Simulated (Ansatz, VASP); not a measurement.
Two plane-wave programs on Ge

```
Ge
1.0
     0.00000    2.88598    2.88598
     2.88598    0.00000    2.88598
     2.88598    2.88598    0.00000
Ge
2
Direct
  0.87500 0.87500 0.87500
  0.12500 0.12500 0.12500
```

Alike in both runs: task single point; functional PBEsol; k mesh 6 × 6 × 6; occupations fermi-dirac, width 0.0272 eV; no spin polarisation.

|  | VASP | Ansatz |
| --- | --- | --- |
| version | VASP 6.6.1 | Ansatz 0.2.0 |
| potentials or method | VASP PAW PBE potentials, release 64 (Ge_d) | PAW with Ansatz's default frozen-core files, scalar-relativistic |
| plane-wave cutoff (eV) | 500 | 420 |
| valence electrons in the cell | 28 | 28 |

```tsv
	VASP	Ansatz	Ansatz less VASP
pressure (GPa)	-3.2	-2.8	+0.40
```

VASP's potentials were made for PBE, not for PBEsol.
